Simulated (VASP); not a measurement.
# La3O2 (P-3m1) in VASP: relaxation of cell and atoms with PBE

Aim: the relaxation of cell and atoms of La3O2 with PBE.

Program: VASP 6.6.1. These are calculated values, not measurements. Logs are shortened: lines on timing, memory, paths and dates and some standing lists are left out, and cuts for length are marked.

**1. The cell of the first run**

It takes space group P-3m1 (No. 164, trigonal). Conventional cell: a = 3.681 Å, b = 3.681 Å, c = 9.484 Å, α = 90.00°, β = 90.00°, γ = 120.00°. Within 3.5 Å of La (site symmetry 3m) lie 3 O at 2.65 Å. La (site symmetry -3m) has 6 O at 2.54 Å within 3.4 Å. Within 3.4 Å of O (site symmetry 3m) lie 6 La at 2.54 to 2.65 Å.

**2. Relaxation of cell and atoms, PBE**

Contents of INCAR:

```
SYSTEM = La3O2
PREC = Accurate
ENCUT = 600
EDIFF = 1E-6
ISMEAR = 0
SIGMA = 0.1
LREAL = .FALSE.
LASPH = .TRUE.
NELM = 60
ALGO = Normal
ISIF = 3
LWAVE = .FALSE.
LCHARG = .FALSE.
GGA = PE
IBRION = 2
NSW = 100
EDIFFG = -0.01
```

Contents of KPOINTS:

```
regular mesh
0
G
  12 12 4
  0 0 0
```

Contents of POSCAR:

```
La3O2
1.0
    3.6807613377      0.0000000000      0.0000000000
   -1.8403806689      3.1876328237      0.0000000000
    0.0000000000      0.0000000000      9.4842948645
La O
3 2
Direct
    0.3333333333      0.6666666667      0.6873337176
    0.6666666667      0.3333333333      0.3126662824
    0.0000000000      0.0000000000      0.0000000000
    0.3333333333      0.6666666667      0.1466211864
    0.6666666667      0.3333333333      0.8533788136
```

Potentials or basis: VASP PAW PBE potentials, release 64 (La, O).

Launch:

```bash
cat potpaw_PBE.64/La/POTCAR potpaw_PBE.64/O/POTCAR > POTCAR
mpirun -np 1 vasp_std > vasp.out
```

OUTCAR:

```text
SYSTEM = La3O2
   PREC = Accurate
   ENCUT = 600
   EDIFF = 1E-6
   ISMEAR = 0
   LREAL = .FALSE.
   LASPH = .TRUE.
   NELM = 60
   ISIF = 3
   GGA = PE
   IBRION = 2
   NSW = 100
   EDIFFG = -0.01

 ion  position               nearest neighbor table
   1  0.333  0.667  0.687-   5 2.65   5 2.65   5 2.65   3 3.65   3 3.65   3 3.65
   2  0.667  0.333  0.313-   4 2.65   4 2.65   4 2.65   3 3.65   3 3.65   3 3.65
   3  0.000  0.000  0.000-   4 2.54   5 2.54   5 2.54   4 2.54   5 2.54   4 2.54   1 3.65   2 3.65
                             1 3.65   2 3.65   2 3.65   1 3.65
   4  0.333  0.667  0.147-   3 2.54   3 2.54   3 2.54   2 2.65   2 2.65   2 2.65
   5  0.667  0.333  0.853-   3 2.54   3 2.54   3 2.54   1 2.65   1 2.65   1 2.65

  LATTYP: Found a hexagonal cell.
 ALAT       =     3.6807613377
 C/A-ratio  =     2.5767209537

  Lattice vectors:

 A1 = (   3.6807613377,   0.0000000000,   0.0000000000)
 A2 = (  -1.8403806689,   3.1876328237,   0.0000000000)
 A3 = (   0.0000000000,   0.0000000000,   9.4842948645)

Analysis of symmetry for initial positions (statically):
=====================================================================
 Subroutine PRICEL returns:
 Original cell was already a primitive cell.

 Routine SETGRP: Setting up the symmetry group for a
 hexagonal supercell.

 Subroutine GETGRP returns: Found 12 space group operations
 (whereof 12 operations were pure point group operations)
 out of a pool of 24 trial point group operations.

The static configuration has the point symmetry D_3d.

Analysis of symmetry for dynamics (positions and initial velocities):
=====================================================================
 Subroutine PRICEL returns:
 Original cell was already a primitive cell.

 Routine SETGRP: Setting up the symmetry group for a
 hexagonal supercell.

 Subroutine GETGRP returns: Found 12 space group operations
 (whereof 12 operations were pure point group operations)
 out of a pool of 24 trial point group operations.

The dynamic configuration has the point symmetry D_3d.

 Subroutine INISYM returns: Found 12 space group operations
 (whereof 12 operations are pure point group operations),
 and found     1 'primitive' translations

----------------------------------------------------------------------------------------

                                     Primitive cell

  volume of cell :     111.2784

  direct lattice vectors                    reciprocal lattice vectors
[... 103 lines left out ...]
   PSTRESS=    0.0 pullay stress
   NELECT =      45.0000    total number of electrons
   NUPDOWN=      -1.0000    fix difference up-down
   EMIN   =  10.00;   EMAX   =-10.00  energy-range for DOS
   EFERMI =   0.00;   METHOD = LEGACY
   ISMEAR =     0;   SIGMA  =   0.10  broadening in eV -4-tet -1-fermi 0-gaus
   EFERMI_NEDOS =   21; number of points for ismear=-14 and -15
   IALGO  =     38    algorithm
   IMIX   =      4    mixing-type and parameters
     AMIX     =   0.40;   BMIX     =  1.00
     AMIX_MAG =   1.60;   BMIX_MAG =  1.00
  volume/ion in A,a.u.               =      22.26       150.19
  Fermi-wavevector in a.u.,A,eV,Ry     =   1.210622  2.287744 19.940785  1.465606
  Thomas-Fermi vector in A             =   2.346163
   LORBIT       =      0    0 simple, 1 ext, 2 COOP (PROOUT), +10 PAW based schemes
   GGA     = PE    functional components
   LHFCALC =     F    Hartree Fock is set to
   AEXX    =    0.0000 exact exchange contribution
   IVDW    =     0    specifies the selected vdW correction
   LEPSILON=     F    determine dielectric tensor
   LRPA    =     F    only Hartree local field effects (RPA)
 conjugate gradient relaxation of ions
 non-spin polarized calculation
 Gauss-broadening in eV      SIGMA  =   0.10
  energy-cutoff  :      600.00
  volume of cell :      111.28
 maximum number of plane-waves:      3782
 NGX is ok and might be reduce to    30
   NGX = 15   NGY = 15   NGZ = 37

--------------------------------------- Ionic step        1  -------------------------------------------

 number of electron      44.9999991 magnetization

 Free energy of the ion-electron system (eV)
  ---------------------------------------------------
  ext. energy  EPLUGINS =         0.00000000
  ---------------------------------------------------
  free energy    TOTEN  =       -35.41704717 eV

  energy without entropy =      -35.38750502  energy(sigma->0) =      -35.40227609

------------------------ aborting loop because EDIFF is reached ----------------------------------------

  FORCE on cell =-STRESS in cart. coord.  units (eV):
  Direction    XX          YY          ZZ          XY          YZ          ZX
  --------------------------------------------------------------------------------------
  -------------------------------------------------------------------------------------
  Total        0.0822019      0.0822019     -0.1678883     -0.0000000     -0.0000000      0.0000000
  in kB        1.1835361      1.1835361     -2.4172413     -0.0000000     -0.0000000      0.0000000
  external PRESSURE =      -0.0167230 kB  Pullay stress =       0.0000000 kB
[... 221 lines left out ...]
--------------------------------------- Ionic step        7  -------------------------------------------

 number of electron      44.9999998 magnetization

 Free energy of the ion-electron system (eV)
  ---------------------------------------------------
  ext. energy  EPLUGINS =         0.00000000
  ---------------------------------------------------
  free energy    TOTEN  =       -35.41894341 eV

  energy without entropy =      -35.39029506  energy(sigma->0) =      -35.40461923

 E-fermi :   8.9927     XC(G=0): -10.2684

 val. band max:        8.9919736380   @ k =   0.4167   0.1667   0.2500
 cond. band min:       8.9935890251   @ k =   0.4167   0.1667   0.5000
 fundamental gap:      0.0016153871
 Fermi energy:         8.9926984073

 k-point     1 :       0.0000    0.0000    0.0000
  band No.  band energies     occupation
      1     -23.9712      2.00000
      2     -23.8884      2.00000
      3     -23.6631      2.00000
      4     -11.0687      2.00000
      5     -10.2498      2.00000
      6      -7.3634      2.00000
[... 709 lines left out ...]
     26      10.4341      0.00000
     27      10.4599      0.00000

 [... further k-points ...]

------------------------ aborting loop because EDIFF is reached ----------------------------------------

  FORCE on cell =-STRESS in cart. coord.  units (eV):
  Direction    XX          YY          ZZ          XY          YZ          ZX
  --------------------------------------------------------------------------------------
  -------------------------------------------------------------------------------------
  Total       -0.0035500     -0.0035500     -0.0365963      0.0000000      0.0000000     -0.0000000
  in kB       -0.0511521     -0.0511521     -0.5273167      0.0000000      0.0000000     -0.0000000
  external PRESSURE =      -0.2098737 kB  Pullay stress =       0.0000000 kB
[... 20 lines left out ...]
  FREE ENERGIE OF THE ION-ELECTRON SYSTEM (eV)
  ---------------------------------------------------
  free  energy   TOTEN  =       -35.4189434073 eV

  energy  without entropy=      -35.3902950562  energy(sigma->0) =      -35.40461923

 reached required accuracy - stopping structural energy minimisation
```

OSZICAR:

```text
N       E                     dE             d eps       ncg     rms          rms(c)
DAV:   1     0.609723970937E+03    0.60972E+03   -0.17698E+04  3742   0.272E+03
DAV:   2     0.146889556473E+03   -0.46283E+03   -0.45494E+03  5398   0.447E+02
DAV:   3    -0.672879040212E+01   -0.15362E+03   -0.15185E+03  6540   0.258E+02
[... 57 lines left out ...]
DAV:   2    -0.354190010857E+02   -0.68822E-03   -0.11065E-02  6364   0.984E-01    0.597E-02
DAV:   3    -0.354189579327E+02    0.43153E-04   -0.69375E-04  7164   0.306E-01    0.342E-02
DAV:   4    -0.354189426663E+02    0.15266E-04   -0.13035E-04  7142   0.998E-02    0.134E-02
DAV:   5    -0.354189432313E+02   -0.56498E-06   -0.24251E-05  6873   0.352E-02    0.736E-03
DAV:   6    -0.354189434073E+02   -0.17603E-06   -0.25111E-06  3711   0.190E-02
   7 F= -.35418943E+02 E0= -.35404619E+02  d E =-.556085E-03
```

CONTCAR:

```text
La3O2
   1.00000000000000
     3.6861556895976859   -0.0000000000000839   -0.0000000000000000
    -1.8430778448489891    3.1923044694803222   -0.0000000000000001
     0.0000000000000001   -0.0000000000000002    9.4492653005615068
  La              O
     3     2
Direct
     0.3333333332999970    0.6666666667000030    0.6855561516885432
     0.6666666667000030    0.3333333332999970    0.3144438483114569
     0.0000000000000000    0.0000000000000000    1.0000000000000000
     0.3333333332999970    0.6666666667000030    0.1453775987986976
     0.6666666667000030    0.3333333332999970    0.8546224012013024

  0.00000000E+00  0.00000000E+00  0.00000000E+00
  0.00000000E+00  0.00000000E+00  0.00000000E+00
  0.00000000E+00  0.00000000E+00  0.00000000E+00
  0.00000000E+00  0.00000000E+00  0.00000000E+00
  0.00000000E+00  0.00000000E+00  0.00000000E+00
```

It took 18 min on 1 thread of Intel Xeon Platinum 8375C at 2.90GHz (Ice Lake), shared host; peak memory 0.44 GiB.

What came out:

* Free energy: -35.4189 eV
* Relaxed volume: 22.24 Å³/atom
* Relaxed cell: a = 3.686 Å, b = 3.686 Å, c = 9.449 Å, α = 90.00°, β = 90.00°, γ = 120.00°
* Space group after relaxing (to 0.05 Å): P-3m1 (No. 164)
* Energy gained by relaxing: 0.4 meV/atom
* Ionic steps: 7
* Pressure after relaxing: 0.0 GPa
* Largest force after relaxing: 0.005 eV/Å

Forces on the atoms (eV/Å):
```
La   0.000  0.000 -0.005
La   0.000  0.000  0.005
La   0.000  0.000  0.000
O    0.000  0.000  0.000
O    0.000  0.000  0.000
```

The path:
| step | energy change (eV) | largest force (eV/Å) | pressure (GPa) | volume (Å³) |
| --- | --- | --- | --- | --- |
| 1 | 0.0000 | 0.0487 | 0.00 | 111.28 |
| 2 | -0.0007 | 0.0427 | 0.00 | 111.27 |
| 3 | -0.0013 | 0.0361 | -0.01 | 111.26 |
| 4 | -0.0017 | 0.0256 | -0.01 | 111.24 |
| 5 | -0.0018 | 0.0125 | -0.02 | 111.21 |
| 6 | -0.0018 | 0.0169 | -0.02 | 111.16 |
| 7 | -0.0019 | 0.0053 | -0.02 | 111.19 |

Final structure:
```yaml
crystal:
  lattice:
    - [3.68616, 0.00000, 0.00000]
    - [-1.84308, 3.19230, 0.00000]
    - [0.00000, 0.00000, 9.44927]
  atoms:
    - { symbol: La, position: [0.33333, 0.66667, 0.68556] }
    - { symbol: La, position: [0.66667, 0.33333, 0.31444] }
    - { symbol: La, position: [0.00000, 0.00000, 0.00000] }
    - { symbol: O, position: [0.33333, 0.66667, 0.14538] }
    - { symbol: O, position: [0.66667, 0.33333, 0.85462] }
```

Levels at points of the mesh, in eV from the Fermi level:
```
           k point  band 21  band 22  band 23  band 24  band 25  band 26
(0.00, 0.00, 0.00)    -1.69    -0.53     0.56     1.06     1.24     1.24
(0.50, 0.00, 0.00)    -1.66    -0.56    -0.19     0.93     1.04     1.72
(0.00, 0.00, 0.50)    -1.33    -0.57     0.14     0.85     1.26     1.26
(0.50, 0.00, 0.50)    -1.43    -0.78    -0.09     0.34     1.53     1.62
```

Caveat: spin-orbit coupling is left out, which moves the levels of the heavy elements; an odd number of electrons without spin polarisation forces a metal; a magnetic or distorted state may lie lower.
